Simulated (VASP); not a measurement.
# Na11S7 (a cell with a defect) in VASP: single point with PBE

Aim: the single point of Na11S7 (a cell with a defect) with PBE.

Everything below comes from runs of VASP 6.6.1. Logs are shortened: lines on timing, memory, paths and dates and some standing lists are left out, and cuts for length are marked.

### Step 1. The cell of the first run

The cell holds a defect, 18 atoms: a = 8.043 Å, b = 8.043 Å, c = 8.043 Å, α = 80.41°, β = 70.53°, γ = 60.00°.

### Step 2. Single point, PBE

The input, INCAR:

```
SYSTEM = Na11S7
PREC = Accurate
ENCUT = 400
EDIFF = 1E-6
ISMEAR = 0
SIGMA = 0.01
LREAL = .FALSE.
LASPH = .TRUE.
NELM = 120
ALGO = Normal
ISIF = 2
LWAVE = .FALSE.
LCHARG = .TRUE.
GGA = PE
LELF = .TRUE.
LVHAR = .TRUE.
NBANDS = 74
NELECT = 118.0
GGA_COMPAT = .FALSE.
```

The input, KPOINTS:

```
Automatic mesh
0
G
  3 3 3
  0 0 0
```

The input, POSCAR:

```
Na11S7
1.0
   -6.5672503468     -3.2836251734     -3.2836251734
   -3.2836251734     -6.5672503468      3.2836251734
   -6.5672503468      3.2836251734      3.2836251734
S Na
7 11
Direct
    0.2970543813      0.6666666667      0.2051717168
    0.5723398653      0.6666666667      0.0652275599
    0.3214544417      0.2991196274     -0.0261437153
   -0.0460925976      0.0342137059     -0.0261437153
    0.8444482066      0.3419074618      0.4907341116
    0.5196890017      0.9914258715      0.4907341116
    0.2046648618      0.6666666667      0.4880937775
    0.9438554833      0.3334634241      0.1137007315
    0.6106522408     -0.0001300908      0.1137007315
    0.4823434860      0.3007013230      0.6141442136
    0.1163781424      1.0326320103      0.6141442136
    0.8185595121      0.6666666667      0.6064362140
    0.5623994330      0.6666666667      0.4073474513
    0.2309250548      0.3260392420      0.3363371030
    0.8902976300      0.0072940914      0.3363371030
    0.6629257030      0.3442110332      0.8719481274
    0.3404700695     -0.0108776999      0.8719481274
    0.1276350845      0.6666666667      0.9262821370
```

Potentials or basis: VASP PAW PBE potentials, release 64 (S, Na_pv).

On the command line:

```
$ cat potpaw_PBE.64/S/POTCAR potpaw_PBE.64/Na_pv/POTCAR > POTCAR
$ mpirun -np 1 vasp_std > vasp.out
```

OUTCAR:

```text
SYSTEM = Na11S7
   PREC = Accurate
   ENCUT = 400
   EDIFF = 1E-6
   ISMEAR = 0
   LREAL = .FALSE.
   LASPH = .TRUE.
   NELM = 120
   ISIF = 2
   GGA = PE
   NELECT = 118.0

 ion  position               nearest neighbor table
   1  0.297  0.667  0.205-   2 2.12   7 2.15
   2  0.572  0.667  0.065-   1 2.12  13 2.73
   3  0.321  0.299  0.974-  18 2.59  17 2.67   8 2.75  10 2.75   9 2.78  14 2.78  16 2.78
   4  0.954  0.034  0.974-  18 2.59  16 2.67   9 2.75  11 2.75   8 2.78  15 2.78  17 2.78
   5  0.844  0.342  0.491-  13 2.63  11 2.67
   6  0.520  0.991  0.491-  13 2.63  10 2.67
   7  0.205  0.667  0.488-   1 2.15  13 2.73
   8  0.944  0.333  0.114-   3 2.75   4 2.78
   9  0.611  1.000  0.114-   4 2.75   3 2.78
  10  0.482  0.301  0.614-   6 2.67   3 2.75
  11  0.116  0.033  0.614-   5 2.67   4 2.75
  12  0.819  0.667  0.606-
  13  0.562  0.667  0.407-   6 2.63   5 2.63   2 2.73   7 2.73
  14  0.231  0.326  0.336-   3 2.78
  15  0.890  0.007  0.336-   4 2.78
  16  0.663  0.344  0.872-   4 2.67   3 2.78
  17  0.340  0.989  0.872-   3 2.67   4 2.78
  18  0.128  0.667  0.926-   4 2.59   3 2.59

  LATTYP: Found a base centered monoclinic cell.
 ALAT       =     8.0432061814
 B/A-ratio  =     1.7320508076
 C/A-ratio  =     1.0000000000
 COS(beta)  =    -0.3333333333

  Lattice vectors:

 A1 = (   3.2836251734,  -3.2836251734,   6.5672503468)
 A2 = (   3.2836251734,   6.5672503468,  -3.2836251734)
 A3 = (  -6.5672503468,   3.2836251734,   3.2836251734)

Analysis of symmetry for initial positions (statically):
=====================================================================
 Subroutine PRICEL returns:
 Original cell was already a primitive cell.

 Routine SETGRP: Setting up the symmetry group for a
 base centered monoclinic supercell.

 Subroutine GETGRP returns: Found  2 space group operations
 (whereof  1 operations were pure point group operations)
 out of a pool of  4 trial point group operations.

The static configuration has the point symmetry C_1 .
 The point group associated with its full space group is C_1h.

Analysis of symmetry for dynamics (positions and initial velocities):
=====================================================================
 Subroutine PRICEL returns:
 Original cell was already a primitive cell.

 Routine SETGRP: Setting up the symmetry group for a
 base centered monoclinic supercell.

 Subroutine GETGRP returns: Found  2 space group operations
 (whereof  1 operations were pure point group operations)
 out of a pool of  4 trial point group operations.

The dynamic configuration has the point symmetry C_1 .
 The point group associated with its full space group is C_1h.

 Subroutine INISYM returns: Found  2 space group operations
 (whereof  1 operations are pure point group operations),
 and found     1 'primitive' translations

----------------------------------------------------------------------------------------

                                     Primitive cell

  volume of cell :     424.8562

  direct lattice vectors                    reciprocal lattice vectors
    -6.567250347 -3.283625173 -3.283625173    -0.076135365 -0.025378455 -0.126892274
    -3.283625173 -6.567250347  3.283625173     0.000000000 -0.101513820  0.101513820
    -6.567250347  3.283625173  3.283625173    -0.076135365  0.076135365  0.076135365

  length of vectors
     8.043206181  8.043206181  8.043206181     0.150140964  0.143562220  0.131870320

  position of ions in fractional coordinates (direct lattice)
     0.297054381  0.666666667  0.205171717
     0.572339865  0.666666667  0.065227560
     0.321454442  0.299119627  0.973856285
     0.953907402  0.034213706  0.973856285
     0.844448207  0.341907462  0.490734112
     0.519689002  0.991425871  0.490734112
[... 10 lines left out ...]
     0.340470070  0.989122300  0.871948127
     0.127635084  0.666666667  0.926282137

  ion indices of the primitive-cell ions
   primitive index   ion index
                 1           1
                 2           2
                 3           3
                 4           4
                 5           5
                 6           6
[... 10 lines left out ...]
                17          17
                18          18

----------------------------------------------------------------------------------------

 KPOINTS: Automatic mesh

Automatic generation of k-mesh.
 Grid dimensions read from file:
 generate k-points for:    3    3    3

 Generating k-lattice:

  Cartesian coordinates                     Fractional coordinates (reciprocal lattice)
    -0.025378455 -0.008459485 -0.042297425     0.333333333  0.000000000  0.000000000
     0.000000000 -0.033837940  0.033837940     0.000000000  0.333333333  0.000000000
    -0.025378455  0.025378455  0.025378455     0.000000000  0.000000000  0.333333333

  Length of vectors
     0.050046988  0.047854073  0.043956773

  Shift w.r.t. Gamma in fractional coordinates (k-lattice)
     0.000000000  0.000000000  0.000000000

 Subroutine IBZKPT returns following result:
 ===========================================

 Found     10 irreducible k-points:

 Following reciprocal coordinates:
            Coordinates               Weight
  0.000000  0.000000  0.000000      1.000000
  0.333333  0.000000  0.000000      4.000000
  0.000000  0.333333  0.000000      2.000000
 -0.333333  0.333333  0.000000      2.000000
  0.000000  0.000000  0.333333      2.000000
  0.333333  0.000000  0.333333      4.000000
 -0.333333 -0.000000  0.333333      4.000000
  0.000000  0.333333  0.333333      4.000000
 -0.333333  0.333333  0.333333      2.000000
  0.333333 -0.333333  0.333333      2.000000
   k-points           NKPTS =     10   k-points in BZ     NKDIM =     10   number of bands    NBANDS=     74
   number of dos      NEDOS =    301   number of ions     NIONS =     18
   total plane-waves  NPLWV = 157464
   dimension x,y,z NGX =    54 NGY =   54 NGZ =   54
   dimension x,y,z NGXF=   108 NGYF=  108 NGZF=  108
   ions per type =               7  11
   NGX,Y,Z   is equivalent  to a cutoff of  11.16, 11.16, 11.16 a.u.
   NGXF,Y,Z  is equivalent  to a cutoff of  22.32, 22.32, 22.32 a.u.
 SYSTEM =  Na11S7
   PREC   = accura    normal or accurate (medium, high low for compatibility)
   ISTART =      0    job   : 0-new  1-cont  2-samecut
   ICHARG =      2    charge: 1-file 2-atom 10-const
   ISPIN  =      1    spin polarized calculation?
   LNONCOLLINEAR =      F non collinear calculations
   LSORBIT =      F    spin-orbit coupling
   LASPH  =      T    aspherical Exc in radial PAW
   ENCUT  =  400.0 eV  29.40 Ry    5.42 a.u.  13.12 13.12 13.12*2*pi/ulx,y,z
   NELM   =    120;   NELMIN=  2; NELMDL= -5     # of ELM steps
   EDIFF  = 0.1E-05   stopping-criterion for ELM
   LREAL  =      F    real-space projection
   EDIFFG = 0.1E-04   stopping-criterion for IOM
   NSW    =      0    number of steps for IOM
   IBRION =     -1    ionic relax: 0-MD 1-quasi-New 2-CG
   NFREE  =      0    steps in history (QN), initial steepest desc. (CG)
   ISIF   =      2    stress and relaxation
   ISYM   =      2    0-nonsym 1-usesym 2-fastsym
   POTIM  = 0.5000    time-step for ionic-motion
   TEBEG  =    0.0;   TEEND  =   0.0 temperature during run
   PSTRESS=    0.0 pullay stress
   NELECT =     118.0000    total number of electrons
   NUPDOWN=      -1.0000    fix difference up-down
   EMIN   =  10.00;   EMAX   =-10.00  energy-range for DOS
   EFERMI =   0.00;   METHOD = LEGACY
   ISMEAR =     0;   SIGMA  =   0.01  broadening in eV -4-tet -1-fermi 0-gaus
   EFERMI_NEDOS =   21; number of points for ismear=-14 and -15
   IALGO  =     38    algorithm
   IMIX   =      4    mixing-type and parameters
     AMIX     =   0.40;   BMIX     =  1.00
     AMIX_MAG =   1.60;   BMIX_MAG =  1.00
  volume/ion in A,a.u.               =      23.60       159.28
  Fermi-wavevector in a.u.,A,eV,Ry     =   1.068124  2.018461 15.522724  1.140888
  Thomas-Fermi vector in A             =   2.203762
   LORBIT       =      0    0 simple, 1 ext, 2 COOP (PROOUT), +10 PAW based schemes
   GGA     = PE    functional components
   LHFCALC =     F    Hartree Fock is set to
   AEXX    =    0.0000 exact exchange contribution
   IVDW    =     0    specifies the selected vdW correction
   LEPSILON=     F    determine dielectric tensor
   LRPA    =     F    only Hartree local field effects (RPA)
 non-spin polarized calculation
 Gauss-broadening in eV      SIGMA  =   0.01
  energy-cutoff  :      400.00
  volume of cell :      424.86
 maximum number of plane-waves:      7738
 NGX is ok and might be reduce to    54
   NGX = 27   NGY = 27   NGZ = 27

 number of electron     118.0000027 magnetization

 Free energy of the ion-electron system (eV)
  ---------------------------------------------------
  ext. energy  EPLUGINS =         0.00000000
  ---------------------------------------------------
  free energy    TOTEN  =       -61.15700663 eV

  energy without entropy =      -61.15700663  energy(sigma->0) =      -61.15700663

 E-fermi :   1.1579     XC(G=0):  -7.7205

 val. band max:        1.0934321286   @ k =  -0.3333   0.3333   0.0000
 cond. band min:       2.1474080691   @ k =   0.3333  -0.3333   0.3333
 fundamental gap:      1.0539759406
 Fermi energy:         1.1578934551

 k-point     1 :       0.0000    0.0000    0.0000
  band No.  band energies     occupation
      1     -22.5707      2.00000
      2     -22.5355      2.00000
      3     -22.4869      2.00000
      4     -22.0250      2.00000
      5     -21.9986      2.00000
      6     -21.8952      2.00000
[... 63 lines left out ...]
     70       6.6601      0.00000
     71       6.8485      0.00000

 k-point     2 :       0.3333    0.0000    0.0000
  band No.  band energies     occupation
      1     -22.5707      2.00000
      2     -22.5356      2.00000
      3     -22.4870      2.00000
      4     -22.0251      2.00000
      5     -21.9987      2.00000
      6     -21.8950      2.00000
[... 584 lines left out ...]
 k-point    10 :       0.3333   -0.3333    0.3333
  band No.  band energies     occupation
      1     -22.5707      2.00000
      2     -22.5356      2.00000
      3     -22.4870      2.00000
      4     -22.0250      2.00000
      5     -21.9987      2.00000
      6     -21.8947      2.00000
[... 63 lines left out ...]
     70       6.6763      0.00000
     71       7.0883      0.00000
 [bands above 71 left out]

------------------------ aborting loop because EDIFF is reached ----------------------------------------

  FORCE on cell =-STRESS in cart. coord.  units (eV):
  Direction    XX          YY          ZZ          XY          YZ          ZX
  --------------------------------------------------------------------------------------
  -------------------------------------------------------------------------------------
  Total        0.4136087     -3.2319191     -3.2319191     -0.2199625     -3.7406938     -0.2199626
  in kB        1.5597619    -12.1879057    -12.1879057     -0.8295017    -14.1065486     -0.8295019
  external PRESSURE =      -7.6053499 kB  Pullay stress =       0.0000000 kB

 VOLUME and BASIS-vectors are now :
 -----------------------------------------------------------------------------
  energy-cutoff  :      400.00
  volume of cell :      424.86
      direct lattice vectors                 reciprocal lattice vectors
    -6.567250347 -3.283625173 -3.283625173    -0.076135365 -0.025378455 -0.126892274
    -3.283625173 -6.567250347  3.283625173     0.000000000 -0.101513820  0.101513820
    -6.567250347  3.283625173  3.283625173    -0.076135365  0.076135365  0.076135365

 POSITION                                       TOTAL-FORCE (eV/Angst)
 -----------------------------------------------------------------------------------
     -5.48733     -4.67988      1.88738        -0.055464     -0.005671     -0.005671
     -6.37615     -6.04333      0.52392         0.026494      0.050386      0.050386
     -9.48883      0.17785      3.12444        -0.001987      0.002539     -0.006543
    -12.77245     -0.15919      0.17785        -0.001987     -0.006543      0.002539
     -9.89117     -3.40686     -0.03877         0.001232      0.006268      0.001640
     -9.89117     -6.60602      3.16039         0.001232      0.001640      0.006268
[... 10 lines left out ...]
    -11.21016     -4.75064      4.99308        -0.006359      0.002133     -0.001423
     -9.11042     -1.75571      4.81154        -0.010467      0.001121      0.001121
 -----------------------------------------------------------------------------------
    total drift:                                0.004205     -0.002835     -0.002847

  FREE ENERGIE OF THE ION-ELECTRON SYSTEM (eV)
  ---------------------------------------------------
  free  energy   TOTEN  =       -61.1570066339 eV

  energy  without entropy=      -61.1570066339  energy(sigma->0) =      -61.15700663
```

Wall time 4.3 min (1 thread of Intel Xeon Platinum 8375C at 2.90GHz (Ice Lake), shared host); peak memory 0.48 GiB.

Results:

| Quantity | Value |
| --- | --- |
| Free energy | -61.1570 eV |
| Largest force | 0.076 eV/Å |

Forces on the atoms (eV/Å):
```
S   -0.055 -0.006 -0.006
S    0.026  0.050  0.050
S   -0.002  0.003 -0.007
S   -0.002 -0.007  0.003
S    0.001  0.006  0.002
S    0.001  0.002  0.006
S    0.040 -0.046 -0.046
Na   0.001 -0.001  0.005
Na   0.001  0.005 -0.001
Na   0.000 -0.005  0.002
Na   0.000  0.002 -0.005
Na  -0.009  0.000  0.000
Na   0.015 -0.001 -0.001
Na   0.002 -0.006  0.001
Na   0.002  0.001 -0.006
Na  -0.006 -0.001  0.002
Na  -0.006  0.002 -0.001
Na  -0.010  0.001  0.001
```

Levels at points of the mesh, in eV from the Fermi level:
| k point | band 56 | band 57 | band 58 | band 59 | band 60 | band 61 | band 62 | band 63 |
| --- | --- | --- | --- | --- | --- | --- | --- | --- |
| (0.00, 0.00, 0.00) | -0.73 | -0.59 | -0.58 | -0.21 | 1.03 | 2.01 | 2.59 | 3.93 |

Caveat: the cell carries a net charge on a neutralising background, which shifts energy and pressure; the cell is charged against a uniform background, so pressure and absolute levels hang on convention.
